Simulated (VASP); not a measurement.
Crystal: BN.

```xyz
2
Lattice="0.0000 1.8123 1.8123 1.8123 0.0000 1.8123 1.8123 1.8123 0.0000" Properties=species:S:1:pos:R:3 pbc="T T T"
B     0.9062    0.9062    0.9062
N     1.8123    1.8123    1.8123
```

Base run:

- Program: VASP 6.6.1
- Functional: PBE
- Potentials or basis: VASP PAW PBE potentials, release 64 (B, N)
- Cutoff: 520 eV
- k mesh: 12 × 12 × 12
- Occupations: gaussian, width 0.02 eV
- Spin: no spin polarisation

Its results: band gap on the k mesh 4.45 eV, indirect (least direct gap 8.78 eV); pressure 0.2 GPa.

**Question.** The run is repeated on the same cell with these changes: functional from PBE to r2SCAN; potentials or basis from VASP PAW PBE potentials, release 64 (B, N) to VASP PAW PBE potentials, release 64 (B_h, N_h); cutoff from 520 eV to 910 eV. What comes out?

**Answer.** Band gap on the k mesh 4.98 eV, indirect (least direct gap 9.51 eV); pressure -5.3 GPa.

Caveats: the cutoff is under 1.25 times the usual one of these potentials, so pressure, stress and relaxed cells hold a basis-set (Pulay) error (some runs); the PAW data sets were made with another functional, which shifts forces and pressure a little (some runs).

A k mesh can miss the band edges.
